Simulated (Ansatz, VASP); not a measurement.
**One calculation of Ge2Sb2Te, two programs**

```
Ge Sb Te
1.0
     4.10114    0.00000    0.00000
    -2.05057    3.55169    0.00000
     0.00000    0.00000    9.12832
Ge Sb Te
2 2 1
Direct
  0.66667 0.33333 0.79871
  0.33333 0.66667 0.20129
  0.66667 0.33333 0.38420
  0.33333 0.66667 0.61580
  0.00000 0.00000 0.00000
```

Change from the starting cell: species swapped into the Li2MnN2 type (P-3m1, No. 164).

Alike in both runs: functional PBE; k mesh 12 × 12 × 4; occupations gaussian, width 0.1 eV; no spin polarisation.

Ansatz relaxed the structure, and its values are those at the end. VASP's run is a single point on that final structure, the one shown.

```csv
,VASP,Ansatz
version,VASP 6.6.1,Ansatz 0.2.0
potentials or method,"VASP PAW PBE potentials, release 64 (Ge_d, Sb, Te), cutoff 520 eV","scalar-relativistic, plane waves, PAW"
valence electrons in the cell,44,74
```

```tsv
	VASP	Ansatz	Ansatz less VASP
gap on the k mesh at the Fermi level (eV)	none	none	-
pressure (GPa)	0.0	0.0	+0.03
```

A gap of «none» marks a metal or a gap that the smearing closes. VASP's potentials hold 44 valence electrons a cell and Ansatz's 74, so a difference there can come from the potentials and not from the codes.

Spin-orbit coupling is off throughout.
